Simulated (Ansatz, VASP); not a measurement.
Au in VASP and in Ansatz

```
Au
1.0
     0.00000    2.07902    2.07902
     2.07902    0.00000    2.07902
     2.07902    2.07902    0.00000
Au
1
Direct
  0.00000 0.00000 0.00000
```

Alike in both runs: functional PBE; k mesh 18 × 18 × 18; occupations gaussian, width 0.1 eV; no spin polarisation.

Ansatz relaxed the structure, and its values are those at the end. VASP's run is a single point on that final structure, the one shown.

|  | VASP | Ansatz |
| --- | --- | --- |
| version | VASP 6.6.1 | Ansatz 0.2.0 |
| potentials or method | VASP PAW PBE potentials, release 64 (Au), cutoff 520 eV | scalar-relativistic, plane waves, PAW |
| valence electrons in the cell | 11 | 19 |

|  | VASP | Ansatz | Ansatz less VASP |
| --- | --- | --- | --- |
| gap on the k mesh at the Fermi level (eV) | none | none | - |
| pressure (GPa) | -0.1 | 0.0 | +0.12 |

A gap of «none» marks a metal or a gap that the smearing closes. VASP's potentials hold 11 valence electrons a cell and Ansatz's 19, so a difference there can come from the potentials and not from the codes.

Neither program's run includes spin-orbit coupling.
